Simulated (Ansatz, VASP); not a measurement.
This is a calculation of HfO2 for Ansatz 0.2.0.

The input input.yaml:

```yaml
crystal:
  lattice:
    - [5.148921424, 0.0, 0.0]
    - [0.0, 4.9371234566, 0.0]
    - [0.0, 0.0, 4.9646674546]
  atoms:
    - { symbol: Hf, position: [0.966994, 0.73252082, 0.74144035] }
    - { symbol: Hf, position: [0.533006, 0.73252082, 0.24144035] }
    - { symbol: Hf, position: [0.466994, 0.26747918, 0.74144035] }
    - { symbol: Hf, position: [0.033006, 0.26747918, 0.24144035] }
    - { symbol: O, position: [0.63212745, 0.9286454, 0.87926726] }
    - { symbol: O, position: [0.86787255, 0.9286454, 0.37926726] }
    - { symbol: O, position: [0.23394852, 0.53988305, 0.49229239] }
    - { symbol: O, position: [0.26605148, 0.53988305, 0.99229239] }
    - { symbol: O, position: [0.76605148, 0.46011695, 0.99229239] }
    - { symbol: O, position: [0.73394852, 0.46011695, 0.49229239] }
    - { symbol: O, position: [0.13212745, 0.0713546, 0.87926726] }
    - { symbol: O, position: [0.36787255, 0.0713546, 0.37926726] }
hamiltonian:
  xc: rpbe
  pseudopotentials: { kind: paw }
kpoints:
  mp_grid: { grid: [5, 6, 5] }
scf:
  occupations: { method: fermi_dirac, width: 0.05 }
output:
  forces: true
  stress: true
  eigenvalues: true
```

Potentials or basis: Ansatz PAW.

The run is started by

```console
$ ansatz run input.yaml --threads 2 --pin off --max-ram 5120MiB --backend cpu --events-out ev --progress --plain --runs-dir out
```

Task: Set up the same calculation for VASP 6.6.1. Potentials there: VASP PAW PBE potentials, release 64 (Hf_pv, O).

Result: As run (the cutoff follows the program's own potentials):

File INCAR:

```
PREC = Accurate
ENCUT = 520
EDIFF = 1E-7
ISMEAR = -1
SIGMA = 0.05
LREAL = F
LASPH = T
NELM = 60
ALGO = Normal
ISIF = 2
LWAVE = F
LCHARG = F
GGA = RP
NBANDS = 56
```

The input KPOINTS:

```
regular mesh
0
Gamma
  5 6 5
```

File POSCAR:

```
HfO2
1.0
    5.1489214240      0.0000000000      0.0000000000
    0.0000000000      4.9371234566      0.0000000000
    0.0000000000      0.0000000000      4.9646674546
Hf O
4 8
Direct
    0.9669940000      0.7325208200      0.7414403500
    0.5330060000      0.7325208200      0.2414403500
    0.4669940000      0.2674791800      0.7414403500
    0.0330060000      0.2674791800      0.2414403500
    0.6321274500      0.9286454000      0.8792672600
    0.8678725500      0.9286454000      0.3792672600
    0.2339485200      0.5398830500      0.4922923900
    0.2660514800      0.5398830500      0.9922923900
    0.7660514800      0.4601169500      0.9922923900
    0.7339485200      0.4601169500      0.4922923900
    0.1321274500      0.0713546000      0.8792672600
    0.3678725500      0.0713546000      0.3792672600
```

Potentials or basis: VASP PAW PBE potentials, release 64 (Hf_pv, O).

Launch:

```sh
$ cat potpaw_PBE.64/Hf_pv/POTCAR potpaw_PBE.64/O/POTCAR > POTCAR
$ mpirun -np 1 vasp_std > vasp.out
```

Both were run:

|  | VASP | Ansatz | Ansatz less VASP |
| --- | --- | --- | --- |
| gap on the k mesh at the Fermi level (eV) | 4.66 | 4.71 | +0.045 |
| least direct gap on the mesh (eV) | 4.85 | 4.89 | +0.035 |
| pressure (GPa) | 23.8 | 27.7 | +3.85 |
| traceless stress, the component that is largest in VASP (GPa) | 0.78 | 0.74 | -0.035 |
| rms of the force components (eV/Å) | 0.122 | 0.148 | +0.0257 |

VASP's potentials were made for PBE, not for RPBE. Atom by atom the forces differ by 0.033 eV/Å (rms over components). VASP's potentials hold 88 valence electrons a cell and Ansatz's 152, so a difference there can come from the potentials and not from the codes.

Spin-orbit coupling is off throughout. Noted on Ansatz's run: odd divisions of the mesh miss points on the zone boundary, where band edges often lie, so the gap on the mesh can be too wide.
